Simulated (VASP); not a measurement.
# La2O (Cmcm) in VASP: single point with PBE

Aim: the single point of La2O with PBE.

Program: VASP 6.6.1. These are calculated values, not measurements. Logs are shortened: lines on timing, memory, paths and dates and some standing lists are left out, and cuts for length are marked.

### 1 The cell of the first run

It takes space group Cmcm (No. 63, orthorhombic). The conventional cell has a = 3.781 Å, b = 14.970 Å, c = 5.240 Å, α = 90.00°, β = 90.00°, γ = 90.00°. Within 3.5 Å of La (site symmetry m2m) lie 4 O at 2.63 to 2.66 Å and 1 La at 3.47 Å. Within 3.3 Å of La (site symmetry m2m) lie 2 O at 2.48 Å. Within 3.3 Å of O (site symmetry m2m) lie 6 La at 2.48 to 2.66 Å.

The cell was built from a structure type or drawn by symmetry, and may not be a known phase.

### 2 Single point, PBE

Contents of INCAR:

```
SYSTEM = La2O
  PREC = Accurate
  ENCUT = 520
  EDIFF = 1E-6
  ISMEAR = 0
  SIGMA = 0.2
  LREAL = .FALSE.
  LASPH = .TRUE.
  NELM = 100
  ALGO = Normal
  ISIF = 2
  LWAVE = .FALSE.
  LCHARG = .FALSE.
  GGA = PE
  NBANDS = 37
```

Contents of KPOINTS:

```
regular mesh
0
G
  5 5 3
  0 0 0
```

Contents of POSCAR:

```
La2O
1.0
    1.8902945149     -7.4851105971      0.0000000000
    1.8902945149      7.4851105971      0.0000000000
    0.0000000000      0.0000000000      5.2403618876
La O
4 2
Direct
    0.6931731942      0.3068268058      0.2500000000
    0.9248771084      0.0751228916      0.2500000000
    0.0751228916      0.9248771084      0.7500000000
    0.3068268058      0.6931731942      0.7500000000
    0.3180042605      0.6819957395      0.2500000000
    0.6819957395      0.3180042605      0.7500000000
```

Potentials or basis: VASP PAW PBE potentials, release 64 (La, O).

Started as:

```sh
> cat potpaw_PBE.64/La/POTCAR potpaw_PBE.64/O/POTCAR > POTCAR
> mpirun -np 1 vasp_std > vasp.out
```

OUTCAR:

```text
SYSTEM = La2O
   PREC = Accurate
   ENCUT = 520
   EDIFF = 1E-6
   ISMEAR = 0
   LREAL = .FALSE.
   LASPH = .TRUE.
   NELM = 100
   ISIF = 2
   GGA = PE

 ion  position               nearest neighbor table
   1  0.693  0.307  0.250-   6 2.63   6 2.63   5 2.66   5 2.66   2 3.47   4 3.65   4 3.65   4 3.65
                             4 3.65   3 3.68   3 3.68   3 3.68   3 3.68
   2  0.925  0.075  0.250-   5 2.48   5 2.48   3 3.45   3 3.45   1 3.47   4 3.68   4 3.68   4 3.68
                             4 3.68
   3  0.075  0.925  0.750-   6 2.48   6 2.48   2 3.45   2 3.45   4 3.47   1 3.68   1 3.68   1 3.68
                             1 3.68
   4  0.307  0.693  0.750-   5 2.63   5 2.63   6 2.66   6 2.66   3 3.47   1 3.65   1 3.65   1 3.65
                             1 3.65   2 3.68   2 3.68   2 3.68   2 3.68
   5  0.318  0.682  0.250-   2 2.48   2 2.48   4 2.63   4 2.63   1 2.66   1 2.66
   6  0.682  0.318  0.750-   3 2.48   3 2.48   1 2.63   1 2.63   4 2.66   4 2.66

  LATTYP: Found a base centered orthorhombic cell.
 ALAT       =     3.7805890298
 B/A-ratio  =     3.9597589360
 C/A-ratio  =     1.3861231269

  Lattice vectors:

 A1 = (   1.8902945149,  -7.4851105971,   0.0000000000)
 A2 = (   1.8902945149,   7.4851105971,   0.0000000000)
 A3 = (   0.0000000000,   0.0000000000,   5.2403618876)

Analysis of symmetry for initial positions (statically):
=====================================================================
 Subroutine PRICEL returns:
 Original cell was already a primitive cell.

 Routine SETGRP: Setting up the symmetry group for a
 base centered orthorhombic supercell.

 Subroutine GETGRP returns: Found  8 space group operations
 (whereof  4 operations were pure point group operations)
 out of a pool of  8 trial point group operations.

The static configuration has the point symmetry C_2h.
 The point group associated with its full space group is D_2h.

Analysis of symmetry for dynamics (positions and initial velocities):
=====================================================================
 Subroutine PRICEL returns:
 Original cell was already a primitive cell.

 Routine SETGRP: Setting up the symmetry group for a
 base centered orthorhombic supercell.

 Subroutine GETGRP returns: Found  8 space group operations
 (whereof  4 operations were pure point group operations)
 out of a pool of  8 trial point group operations.

The dynamic configuration has the point symmetry C_2h.
 The point group associated with its full space group is D_2h.

 Subroutine INISYM returns: Found  8 space group operations
 (whereof  4 operations are pure point group operations),
 and found     1 'primitive' translations

[... 103 lines left out ...]
   POTIM  = 0.5000    time-step for ionic-motion
   TEBEG  =    0.0;   TEEND  =   0.0 temperature during run
   PSTRESS=    0.0 pullay stress
   NELECT =      56.0000    total number of electrons
   NUPDOWN=      -1.0000    fix difference up-down
   EMIN   =  10.00;   EMAX   =-10.00  energy-range for DOS
   EFERMI =   0.00;   METHOD = LEGACY
   ISMEAR =     0;   SIGMA  =   0.20  broadening in eV -4-tet -1-fermi 0-gaus
   EFERMI_NEDOS =   21; number of points for ismear=-14 and -15
   IALGO  =     38    algorithm
   IMIX   =      4    mixing-type and parameters
     AMIX     =   0.40;   BMIX     =  1.00
     AMIX_MAG =   1.60;   BMIX_MAG =  1.00
  volume/ion in A,a.u.               =      24.72       166.79
  Fermi-wavevector in a.u.,A,eV,Ry     =   1.183308  2.236128 19.051124  1.400218
  Thomas-Fermi vector in A             =   2.319545
   LORBIT       =      0    0 simple, 1 ext, 2 COOP (PROOUT), +10 PAW based schemes
   GGA     = PE    functional components
   LHFCALC =     F    Hartree Fock is set to
   AEXX    =    0.0000 exact exchange contribution
   IVDW    =     0    specifies the selected vdW correction
   LEPSILON=     F    determine dielectric tensor
   LRPA    =     F    only Hartree local field effects (RPA)
 non-spin polarized calculation
 Gauss-broadening in eV      SIGMA  =   0.20
  energy-cutoff  :      520.00
  volume of cell :      148.29
 maximum number of plane-waves:      4017
 NGX is ok and might be reduce to    60
   NGX = 29   NGY = 29   NGZ = 19

 number of electron      56.0000002 magnetization

 Free energy of the ion-electron system (eV)
  ---------------------------------------------------
  ext. energy  EPLUGINS =         0.00000000
  ---------------------------------------------------
  free energy    TOTEN  =       -40.29553277 eV

  energy without entropy =      -40.19151087  energy(sigma->0) =      -40.24352182

 E-fermi :   8.6028     XC(G=0): -10.0808

 val. band max:        8.5932533181   @ k =   0.4000   0.0000   0.0000
 cond. band min:       8.6362730848   @ k =  -0.4000   0.2000   0.3333
 fundamental gap:      0.0430197667
 Fermi energy:         8.6028430029

 k-point     1 :       0.0000    0.0000    0.0000
  band No.  band energies     occupation
      1     -24.2887      2.00000
      2     -24.0135      2.00000
      3     -24.0104      2.00000
      4     -23.9245      2.00000
      5     -10.9893      2.00000
      6     -10.8723      2.00000
[... 709 lines left out ...]
     36      10.3997      0.00000
     37      10.4349      0.00000

------------------------ aborting loop because EDIFF is reached ----------------------------------------

  FORCE on cell =-STRESS in cart. coord.  units (eV):
  Direction    XX          YY          ZZ          XY          YZ          ZX
  --------------------------------------------------------------------------------------
  -------------------------------------------------------------------------------------
  Total        0.2031618     -0.0063180     -0.0975024      0.0000000      0.0000000      0.0000000
  in kB        2.1949954     -0.0682603     -1.0534326      0.0000000      0.0000000      0.0000000
  external PRESSURE =       0.3577675 kB  Pullay stress =       0.0000000 kB

 VOLUME and BASIS-vectors are now :
 -----------------------------------------------------------------------------
  energy-cutoff  :      520.00
  volume of cell :      148.29
      direct lattice vectors                 reciprocal lattice vectors
     1.890294515 -7.485110597  0.000000000     0.264509047 -0.066799280  0.000000000
     1.890294515  7.485110597  0.000000000     0.264509047  0.066799280  0.000000000
     0.000000000  0.000000000  5.240361888     0.000000000  0.000000000  0.190826516

 POSITION                                       TOTAL-FORCE (eV/Angst)
 -----------------------------------------------------------------------------------
      1.89029     -2.89185      1.31009         0.000000     -0.051626     -0.000000
      1.89029     -6.36050      1.31009         0.000000     -0.009818      0.000000
      1.89029      6.36050      3.93027         0.000000      0.009818     -0.000000
      1.89029      2.89185      3.93027         0.000000      0.051626      0.000000
      1.89029      2.72452      1.31009         0.000000      0.045652     -0.000000
      1.89029     -2.72452      3.93027         0.000000     -0.045652     -0.000000
 -----------------------------------------------------------------------------------
    total drift:                                0.000000     -0.000000     -0.000000

  FREE ENERGIE OF THE ION-ELECTRON SYSTEM (eV)
  ---------------------------------------------------
  free  energy   TOTEN  =       -40.2955327695 eV

  energy  without entropy=      -40.1915108672  energy(sigma->0) =      -40.24352182
```

OSZICAR:

```text
N       E                     dE             d eps       ncg     rms          rms(c)
DAV:   1     0.778105200818E+03    0.77811E+03   -0.19724E+04  1340   0.222E+03
DAV:   2     0.195805631562E+03   -0.58230E+03   -0.56450E+03  1940   0.422E+02
DAV:   3    -0.579257737048E+01   -0.20160E+03   -0.19774E+03  2260   0.260E+02
DAV:   4    -0.409580542353E+02   -0.35165E+02   -0.34726E+02  2583   0.126E+02
DAV:   5    -0.435916117024E+02   -0.26336E+01   -0.26089E+01  2632   0.415E+01    0.122E+01
DAV:   6    -0.401829157341E+02    0.34087E+01   -0.38260E+01  2136   0.304E+01    0.669E+00
DAV:   7    -0.402969489396E+02   -0.11403E+00   -0.64981E+00  2640   0.213E+01    0.323E+00
DAV:   8    -0.403189927869E+02   -0.22044E-01   -0.11450E+00  2408   0.750E+00    0.139E+00
DAV:   9    -0.402947560242E+02    0.24237E-01   -0.17246E-01  2512   0.287E+00    0.453E-01
DAV:  10    -0.402955129049E+02   -0.75688E-03   -0.63848E-02  2552   0.141E+00    0.199E-01
DAV:  11    -0.402960378689E+02   -0.52496E-03   -0.20992E-02  2376   0.801E-01    0.160E-01
DAV:  12    -0.402954859918E+02    0.55188E-03   -0.38647E-03  2544   0.409E-01    0.551E-02
DAV:  13    -0.402955295217E+02   -0.43530E-04   -0.83947E-04  2472   0.169E-01    0.172E-02
DAV:  14    -0.402955334329E+02   -0.39111E-05   -0.89699E-05  2576   0.757E-02    0.106E-02
DAV:  15    -0.402955321860E+02    0.12469E-05   -0.12109E-05  2072   0.280E-02    0.418E-03
DAV:  16    -0.402955327695E+02   -0.58354E-06   -0.23152E-06  1408   0.183E-02
   1 F= -.40295533E+02 E0= -.40243522E+02  d E =-.104022E+00
```

It took 2.4 min on 1 thread of Intel Xeon 6975P-C (Granite Rapids), shared host; peak memory 0.4 GiB.

Results:

```
Free energy            : -40.2955 eV
Pressure               : 0.0 GPa
Largest force          : 0.052 eV/Å
Band gap on the k mesh : zero (bands 28 and 29 overlap by 0.59 eV)
```

Forces on the atoms (eV/Å):
```
La   0.000 -0.052  0.000
La   0.000 -0.010  0.000
La   0.000  0.010  0.000
La   0.000  0.052  0.000
O    0.000  0.046  0.000
O    0.000 -0.046  0.000
```

Caveat: the k points lie up to 0.40 Å⁻¹ apart, too coarse for converged energies and pressures of a metal; spin-orbit coupling is left out, which moves the levels of the heavy elements.
